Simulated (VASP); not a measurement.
# Bi (Fd-3m) in VASP: further runs

The runs below take Bi through single point, with r2SCAN.

Everything below comes from runs of VASP 6.6.1. Logs are shortened: lines on timing, memory, paths and dates and some standing lists are left out, and cuts for length are marked.

### 1 The cell of the first run

The structure is cubic, space group Fd-3m (No. 227). Conventional cell: a = 7.096 Å, b = 7.096 Å, c = 7.096 Å, α = 90.00°, β = 90.00°, γ = 90.00°. Within 4.0 Å of Bi (site symmetry -43m) lie 4 Bi at 3.07 Å.

This isn't the form of Bi at room conditions, which is rhombohedral.

### 2 Single point, r2SCAN

POSCAR

```
Bi
1.0
    0.0000000000      3.5479340989      3.5479340989
    3.5479340989      0.0000000000      3.5479340989
    3.5479340989      3.5479340989      0.0000000000
Bi
2
Direct
    0.0000000000      0.0000000000      0.0000000000
    0.2500000000      0.2500000000      0.2500000000
```

INCAR.step1

```
SYSTEM = Bi
ALGO     = Normal         ! electronic algorithm
EDIFF    = 1E-4           ! SCF threshold, eV
ENCUT    = 520            ! plane-wave cutoff, eV
GGA      = PE             ! functional
ISMEAR   = -1             ! smearing method
LASPH    = .TRUE.         ! aspherical terms in the spheres
LCHARG   = .FALSE.        ! write CHGCAR
LREAL    = .FALSE.        ! projectors in reciprocal space
LWAVE    = .TRUE.         ! write WAVECAR
NBANDS   = 22             ! bands
NELM     = 60             ! most SCF steps
PREC     = Accurate       ! precision mode
SIGMA    = 0.1            ! smearing width, eV
```

INCAR.step2

```
SYSTEM = Bi
ALGO     = Normal         ! electronic algorithm
EDIFF    = 1E-7           ! SCF threshold, eV
ENCUT    = 520            ! plane-wave cutoff, eV
ISIF     = 2              ! what is computed and relaxed
ISMEAR   = -1             ! smearing method
ISTART   = 1            
LASPH    = .TRUE.         ! aspherical terms in the spheres
LCHARG   = .FALSE.        ! write CHGCAR
LMIXTAU  = .TRUE.       
LREAL    = .FALSE.        ! projectors in reciprocal space
LWAVE    = .FALSE.        ! write WAVECAR
METAGGA  = R2SCAN         ! meta-GGA
NBANDS   = 22             ! bands
NELM     = 60             ! most SCF steps
PREC     = Accurate       ! precision mode
SIGMA    = 0.1            ! smearing width, eV
```

KPOINTS

```
k-points
0
G
  8 8 8
  0 0 0
```

Potentials or basis: VASP PAW PBE potentials, release 64 (Bi_d).

Launch:

```bash
$ cat potpaw_PBE.64/Bi_d/POTCAR > POTCAR
$ cp INCAR.step1 INCAR
$ mpirun -np 1 vasp_std > vasp.out
$ cp INCAR.step2 INCAR
$ mpirun -np 1 vasp_std > vasp.out
```

OUTCAR:

```text
SYSTEM = Bi
   EDIFF = 1E-7
   ENCUT = 520
   ISIF = 2
   ISMEAR = -1
   ISTART = 1
   LASPH = .TRUE.
   LREAL = .FALSE.
   METAGGA = R2SCAN
   NELM = 60
   PREC = Accurate

 ion  position               nearest neighbor table
   1  0.000  0.000  0.000-   2 3.07   2 3.07   2 3.07   2 3.07
   2  0.250  0.250  0.250-   1 3.07   1 3.07   1 3.07   1 3.07

  LATTYP: Found a face centered cubic cell.
 ALAT       =     7.0958681978

  Lattice vectors:

 A1 = (   0.0000000000,   3.5479340989,   3.5479340989)
 A2 = (   3.5479340989,   0.0000000000,   3.5479340989)
 A3 = (   3.5479340989,   3.5479340989,   0.0000000000)

Analysis of symmetry for initial positions (statically):
=====================================================================
 Subroutine PRICEL returns:
 Original cell was already a primitive cell.

 Routine SETGRP: Setting up the symmetry group for a
 face centered cubic supercell.

 Subroutine GETGRP returns: Found 48 space group operations
 (whereof 24 operations were pure point group operations)
 out of a pool of 48 trial point group operations.

The static configuration has the point symmetry T_d .
 The point group associated with its full space group is O_h .

Analysis of symmetry for dynamics (positions and initial velocities):
=====================================================================
 Subroutine PRICEL returns:
 Original cell was already a primitive cell.

 Routine SETGRP: Setting up the symmetry group for a
 face centered cubic supercell.

 Subroutine GETGRP returns: Found 48 space group operations
 (whereof 24 operations were pure point group operations)
 out of a pool of 48 trial point group operations.

The dynamic configuration has the point symmetry T_d .
 The point group associated with its full space group is O_h .

 Subroutine INISYM returns: Found 48 space group operations
 (whereof 24 operations are pure point group operations),
 and found     1 'primitive' translations

----------------------------------------------------------------------------------------

                                     Primitive cell

  volume of cell :      89.3216

  direct lattice vectors                    reciprocal lattice vectors
     0.000000000  3.547934099  3.547934099    -0.140927082  0.140927082  0.140927082
     3.547934099  0.000000000  3.547934099     0.140927082 -0.140927082  0.140927082
     3.547934099  3.547934099  0.000000000     0.140927082  0.140927082 -0.140927082

  length of vectors
     5.017536521  5.017536521  5.017536521     0.244092866  0.244092866  0.244092866

  position of ions in fractional coordinates (direct lattice)
     0.000000000  0.000000000  0.000000000
     0.250000000  0.250000000  0.250000000

  ion indices of the primitive-cell ions
   primitive index   ion index
                 1           1
                 2           2

----------------------------------------------------------------------------------------

 KPOINTS: k-points

Automatic generation of k-mesh.
 Grid dimensions read from file:
 generate k-points for:    8    8    8

 Generating k-lattice:

  Cartesian coordinates                     Fractional coordinates (reciprocal lattice)
    -0.017615885  0.017615885  0.017615885     0.125000000  0.000000000  0.000000000
     0.017615885 -0.017615885  0.017615885     0.000000000  0.125000000  0.000000000
     0.017615885  0.017615885 -0.017615885     0.000000000  0.000000000  0.125000000

  Length of vectors
     0.030511608  0.030511608  0.030511608

  Shift w.r.t. Gamma in fractional coordinates (k-lattice)
     0.000000000  0.000000000  0.000000000

 Subroutine IBZKPT returns following result:
 ===========================================

 Found     29 irreducible k-points:

 Following reciprocal coordinates:
            Coordinates               Weight
  0.000000  0.000000  0.000000      1.000000
  0.125000  0.000000  0.000000      8.000000
  0.250000  0.000000  0.000000      8.000000
  0.375000  0.000000  0.000000      8.000000
  0.500000  0.000000  0.000000      4.000000
  0.125000  0.125000  0.000000      6.000000
[... 16 lines left out ...]
  0.500000  0.250000  0.125000     48.000000
 -0.375000  0.250000  0.125000     24.000000
 [... further k-points ...]
   k-points           NKPTS =     29   k-points in BZ     NKDIM =     29   number of bands    NBANDS=     22
   number of dos      NEDOS =    301   number of ions     NIONS =      2
   total plane-waves  NPLWV =  64000
   dimension x,y,z NGX =    40 NGY =   40 NGZ =   40
   dimension x,y,z NGXF=    80 NGYF=   80 NGZF=   80
   ions per type =               2
   NGX,Y,Z   is equivalent  to a cutoff of  13.25, 13.25, 13.25 a.u.
   NGXF,Y,Z  is equivalent  to a cutoff of  26.51, 26.51, 26.51 a.u.
 SYSTEM =  Bi
   PREC   = accura    normal or accurate (medium, high low for compatibility)
   ISTART =      1    job   : 0-new  1-cont  2-samecut
   ICHARG =      0    charge: 1-file 2-atom 10-const
   ISPIN  =      1    spin polarized calculation?
   LNONCOLLINEAR =      F non collinear calculations
   LSORBIT =      F    spin-orbit coupling
   LASPH  =      T    aspherical Exc in radial PAW
   ENCUT  =  520.0 eV  38.22 Ry    6.18 a.u.   9.33  9.33  9.33*2*pi/ulx,y,z
   NELM   =     60;   NELMIN=  2; NELMDL=  0     # of ELM steps
   EDIFF  = 0.1E-06   stopping-criterion for ELM
   LREAL  =      F    real-space projection
   EDIFFG = 0.1E-05   stopping-criterion for IOM
   NSW    =      0    number of steps for IOM
   IBRION =     -1    ionic relax: 0-MD 1-quasi-New 2-CG
   NFREE  =      0    steps in history (QN), initial steepest desc. (CG)
   ISIF   =      2    stress and relaxation
   ISYM   =      2    0-nonsym 1-usesym 2-fastsym
   POTIM  = 0.5000    time-step for ionic-motion
   TEBEG  =    0.0;   TEEND  =   0.0 temperature during run
   PSTRESS=    0.0 pullay stress
   NELECT =      30.0000    total number of electrons
   NUPDOWN=      -1.0000    fix difference up-down
   EMIN   =  10.00;   EMAX   =-10.00  energy-range for DOS
   EFERMI =   0.00;   METHOD = LEGACY
   ISMEAR =    -1;   SIGMA  =   0.10  broadening in eV -4-tet -1-fermi 0-gaus
   EFERMI_NEDOS =   21; number of points for ismear=-14 and -15
   IALGO  =     38    algorithm
   IMIX   =      4    mixing-type and parameters
     AMIX     =   0.40;   BMIX     =  1.00
     AMIX_MAG =   1.60;   BMIX_MAG =  1.00
  volume/ion in A,a.u.               =      44.66       301.39
  Fermi-wavevector in a.u.,A,eV,Ry     =   1.137967  2.150446 17.619125  1.294969
  Thomas-Fermi vector in A             =   2.274672
   LORBIT       =      0    0 simple, 1 ext, 2 COOP (PROOUT), +10 PAW based schemes
   METAGGA = R2SCAN    functional components
   LHFCALC =     F    Hartree Fock is set to
   AEXX    =    0.0000 exact exchange contribution
   IVDW    =     0    specifies the selected vdW correction
   LEPSILON=     F    determine dielectric tensor
   LRPA    =     F    only Hartree local field effects (RPA)
 non-spin polarized calculation
  energy-cutoff  :      520.00
  volume of cell :       89.32
 maximum number of plane-waves:      2450
 NGX is ok and might be reduce to    40
   NGX = 19   NGY = 19   NGZ = 19

 number of electron      30.0000008 magnetization

 Free energy of the ion-electron system (eV)
  ---------------------------------------------------
  ext. energy  EPLUGINS =         0.00000000
  ---------------------------------------------------
  free energy    TOTEN  =      -116.48896209 eV

  energy without entropy =     -116.44865430  energy(sigma->0) =     -116.46880820

 E-fermi :   4.1593     XC(G=0):  -8.8231

 val. band max:        4.0523914111   @ k =  -0.3750   0.3750   0.1250
 cond. band min:       4.2200742740   @ k =  -0.3750   0.5000   0.1250
 fundamental gap:      0.1676828629
 Fermi energy:         4.1593242445

 k-point     1 :       0.0000    0.0000    0.0000
  band No.  band energies     occupation
      1     -19.4555      2.00000
      2     -19.4555      2.00000
      3     -19.4555      2.00000
      4     -19.4006      2.00000
      5     -19.4006      2.00000
      6     -19.1747      2.00000
[... 14 lines left out ...]
     21      11.5877      0.00000
     22      11.9351      0.00000

 k-point     2 :       0.1250    0.0000    0.0000
  band No.  band energies     occupation
      1     -19.4626      2.00000
      2     -19.4626      2.00000
      3     -19.4525      2.00000
      4     -19.3905      2.00000
      5     -19.3905      2.00000
      6     -19.1918      2.00000
[... 14 lines left out ...]
     21      10.8863      0.00000
     22      11.4514      0.00000

 k-point     3 :       0.2500    0.0000    0.0000
  band No.  band energies     occupation
      1     -19.4737      2.00000
      2     -19.4737      2.00000
      3     -19.4450      2.00000
      4     -19.3729      2.00000
      5     -19.3729      2.00000
      6     -19.2094      2.00000
[... 14 lines left out ...]
     21      10.6342      0.00000
     22      11.3700      0.00000

 k-point     4 :       0.3750    0.0000    0.0000
  band No.  band energies     occupation
      1     -19.4808      2.00000
      2     -19.4808      2.00000
      3     -19.4368      2.00000
      4     -19.3600      2.00000
      5     -19.3600      2.00000
      6     -19.2204      2.00000
[... 14 lines left out ...]
     21      11.0856      0.00000
     22      11.7718      0.00000

 k-point     5 :       0.5000    0.0000    0.0000
  band No.  band energies     occupation
      1     -19.4830      2.00000
      2     -19.4830      2.00000
      3     -19.4332      2.00000
      4     -19.3557      2.00000
      5     -19.3557      2.00000
      6     -19.2238      2.00000
[... 14 lines left out ...]
     21      11.7033      0.00000
     22      11.7033      0.00000

 k-point     6 :       0.1250    0.1250    0.0000
  band No.  band energies     occupation
      1     -19.4623      2.00000
      2     -19.4623      2.00000
      3     -19.4579      2.00000
      4     -19.3918      2.00000
      5     -19.3803      2.00000
      6     -19.2119      2.00000
[... 14 lines left out ...]
     21      11.7369      0.00000
     22      12.2809      0.00000

 k-point     7 :       0.2500    0.1250    0.0000
  band No.  band energies     occupation
      1     -19.4758      2.00000
      2     -19.4713      2.00000
      3     -19.4480      2.00000
      4     -19.3779      2.00000
      5     -19.3604      2.00000
      6     -19.2341      2.00000
[... 324 lines left out ...]
      6     -19.2846      2.00000
[... 14 lines left out ...]
     21      12.1470      0.00000
     22      13.9440      0.00000

 k-point    21 :       0.5000    0.5000    0.0000
  band No.  band energies     occupation
      1     -19.4957      2.00000
      2     -19.4957      2.00000
      3     -19.3823      2.00000
      4     -19.3823      2.00000
      5     -19.2869      2.00000
      6     -19.2869      2.00000
[... 14 lines left out ...]
     21      13.3756      0.00000
     22      13.3756      0.00000

 k-point    22 :       0.3750    0.2500    0.1250
  band No.  band energies     occupation
      1     -19.4848      2.00000
      2     -19.4839      2.00000
      3     -19.4325      2.00000
      4     -19.3641      2.00000
      5     -19.3389      2.00000
      6     -19.2574      2.00000
[... 14 lines left out ...]
     21      11.4513      0.00000
     22      13.1557      0.00000

 k-point    23 :       0.5000    0.2500    0.1250
  band No.  band energies     occupation
      1     -19.4988      2.00000
      2     -19.4902      2.00000
      3     -19.4086      2.00000
      4     -19.3478      2.00000
      5     -19.3246      2.00000
      6     -19.2693      2.00000
[... 14 lines left out ...]
     21      11.7470      0.00000
     22      12.5454      0.00000

 k-point    24 :      -0.3750    0.2500    0.1250
  band No.  band energies     occupation
      1     -19.5042      2.00000
      2     -19.4923      2.00000
      3     -19.3970      2.00000
      4     -19.3360      2.00000
      5     -19.3250      2.00000
      6     -19.2666      2.00000
[... 14 lines left out ...]
     21      11.8151      0.00000
     22      12.1464      0.00000

 [... further k-points ...]

------------------------ aborting loop because EDIFF is reached ----------------------------------------

  FORCE on cell =-STRESS in cart. coord.  units (eV):
  Direction    XX          YY          ZZ          XY          YZ          ZX
  --------------------------------------------------------------------------------------
  -------------------------------------------------------------------------------------
  Total        1.1821880      1.1821880      1.1821880     -0.0000000     -0.0000000     -0.0000000
  in kB       21.2051080     21.2051080     21.2051080     -0.0000000     -0.0000000     -0.0000000
  external PRESSURE =      21.2051080 kB  Pullay stress =       0.0000000 kB

 VOLUME and BASIS-vectors are now :
 -----------------------------------------------------------------------------
  energy-cutoff  :      520.00
  volume of cell :       89.32
      direct lattice vectors                 reciprocal lattice vectors
     0.000000000  3.547934099  3.547934099    -0.140927082  0.140927082  0.140927082
     3.547934099  0.000000000  3.547934099     0.140927082 -0.140927082  0.140927082
     3.547934099  3.547934099  0.000000000     0.140927082  0.140927082 -0.140927082

 POSITION                                       TOTAL-FORCE (eV/Angst)
 -----------------------------------------------------------------------------------
      0.00000      0.00000      0.00000        -0.000000     -0.000000     -0.000000
      1.77397      1.77397      1.77397         0.000000      0.000000      0.000000
 -----------------------------------------------------------------------------------
    total drift:                               -0.000000     -0.000000      0.000000

  FREE ENERGIE OF THE ION-ELECTRON SYSTEM (eV)
  ---------------------------------------------------
  free  energy   TOTEN  =      -116.4889620949 eV

  energy  without entropy=     -116.4486542998  energy(sigma->0) =     -116.46880820
```

It took 3.1 min on 1 thread of Intel Xeon Platinum 8259CL at 2.50GHz (Skylake/Cascade Lake), shared host; peak memory 0.27 GiB.

What came out:

- Free energy: -116.4890 eV
- Pressure: 2.1 GPa
- Band gap on the k mesh: zero (bands 15 and 16 overlap by 1.20 eV)

Caveat: the PAW data sets were made with another functional, which shifts forces and pressure a little; spin-orbit coupling is left out, which moves the levels of the heavy elements.

(Part 1 of 2 ends here.)
